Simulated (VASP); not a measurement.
Wanted: the native input for a VASP 6.6.1 run.

```yaml
Task: relaxation of the atoms
Functional: PBE
Dispersion: D3(BJ)
Potentials_or_basis: VASP PAW PBE potentials, release 64 (C, H)
Cutoff: 520 eV
k_mesh: 12 × 12 × 1
Occupations: gaussian, width 0.1 eV
Spin: no spin polarisation
Dipole_correction: yes
Atoms_held_fixed_from_0: "[0, 1, 2, 3]"
Further_INCAR_settings: ALGO = Normal; EDIFF = 1e-06; IBRION = 2; EDIFFG = -0.03; NSW = 90
```

The structure of HC8 lies in POSCAR:

```
HC8
1.0
    2.4655379958      0.0000000000      0.0000000000
   -1.2327689979      2.1341461202      0.0000000000
    0.0000000000      0.0000000000     29.1985170553
C H
8 1
Selective dynamics
Direct
    0.0833101793      0.1666203587      0.2911106747  F F F
    0.4166898206      0.8333796413      0.2911106747  F F F
    0.5833101794      0.1666203587      0.4075389574  F F F
    0.9166898206      0.8333796413      0.4075389574  F F F
    0.0833101793      0.1666203587      0.5239644132  T T T
    0.4166898206      0.8333796413      0.5239644132  T T T
    0.5833101794      0.1666203587      0.6403926960  T T T
    0.9166898206      0.8333796413      0.6403926960  T T T
    0.5833101794      0.1666203587      0.6773808758  T T T
```

These files were run (other wordings do the same):

INCAR

```
SYSTEM = HC8
ALGO = Normal
DIPOL = 0.5 0.5 0.489
EDIFF = 1E-6
EDIFFG = -0.03
ENCUT = 520
GGA = PE
IBRION = 2
IDIPOL = 3
ISIF = 2
ISMEAR = 0
IVDW = 12
LASPH = .True.
LCHARG = .False.
LDIPOL = .True.
LREAL = .False.
LWAVE = .False.
NELM = 80
NSW = 90
PREC = Accurate
SIGMA = 0.1
```

KPOINTS

```
k-points
0
Gamma
  12 12 1
  0 0 0
```

Potentials or basis: VASP PAW PBE potentials, release 64 (C, H).

Launch:

```console
$ cat potpaw_PBE.64/C/POTCAR potpaw_PBE.64/H/POTCAR > POTCAR
$ mpirun -np 1 vasp_std > vasp.out
```

Results of the run:

The energy gained by relaxing is 65.3 meV/atom and the ionic steps are 34. The band gap on the k mesh is zero (an odd number of electrons rules out a gap without spin polarisation). The dispersion energy per atom is -0.128 eV.

Wall time 19 min on 1 thread of Intel(R) Xeon(R) 6975P-C (Granite Rapids), on a shared host, peak memory 0.35 GiB.
